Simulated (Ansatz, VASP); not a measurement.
SrTiO3: VASP beside Ansatz

```xyz
10
Lattice="-2.7777 2.7777 3.9464 2.7777 -2.7777 3.9464 2.7777 2.7777 -3.9464" Properties=species:S:1:pos:R:3 pbc="T T T"
Sr    0.0000    2.7777    1.9732
Sr    2.7777    0.0000    1.9732
Ti    0.0000    0.0000    0.0000
Ti    0.0000    0.0000    3.9464
O     0.0000    0.0000    1.9732
O     0.0000    0.0000    5.9197
O     1.2677    4.0455    0.0000
O     1.5100    1.2677    0.0000
O     1.5100   -1.2677    3.9464
O     1.2677    1.5100    3.9464
```

Alike in both runs: functional PBE; k mesh 8 × 8 × 8; occupations gaussian, width 0.02 eV; no spin polarisation.

Ansatz relaxed the structure, and its values are those at the end. VASP's run is a single point on that final structure, the one shown.

|  | VASP | Ansatz |
| --- | --- | --- |
| version | VASP 6.6.1 | Ansatz 0.2.0 |
| potentials or method | VASP PAW PBE potentials, release 64 (Sr_sv, Ti_sv, O), cutoff 520 eV | scalar-relativistic, plane waves, PAW |
| valence electrons in the cell | 80 | 80 |

|  | VASP | Ansatz | Ansatz less VASP |
| --- | --- | --- | --- |
| gap on the k mesh at the Fermi level (eV) | 1.90 | 1.93 | +0.029 |
| least direct gap on the mesh (eV) | 1.90 | 1.93 | +0.030 |
| pressure (GPa) | 0.6 | 0.0 | -0.62 |
